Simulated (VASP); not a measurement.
Here is a VASP 6.6.1 calculation.

Contents of INCAR:

```
ALGO = Normal
EDIFF = 1E-6
ENCUT = 500
GGA_COMPAT = False
ISIF = 2
ISMEAR = -1
LASPH = True
LCHARG = False
LREAL = False
LWAVE = False
NBANDS = 11
NELM = 120
PREC = Accurate
SIGMA = 0.02
```

File KPOINTS:

```
k-points
0
Gamma
  6 6 6
```

POSCAR

```
BAs
1.0
    0.0000000000      2.3052873177      2.3052873177
    2.3052873177      0.0000000000      2.3052873177
    2.3052873177      2.3052873177      0.0000000000
B As
1 1
Direct
    0.0000000000      0.0000000000      0.0000000000
    0.5000000000      0.5000000000      0.5000000000
```

Potentials or basis: VASP PAW LDA potentials, release 64 (B, As).

Command:

```sh
$ cat potpaw_LDA.64/B/POTCAR potpaw_LDA.64/As/POTCAR > POTCAR
$ mpirun -np 1 vasp_std > vasp.out
```

Problem. Estimate the pressure.

Solution. -5.7 GPa.

Problem. What does it give for the band gap on the k mesh?

Solution. Zero (band 4 reaches 8.84 eV, above the bottom of band 5 at 4.09 eV).

Caveat: the k points lie up to 0.39 Å⁻¹ apart.
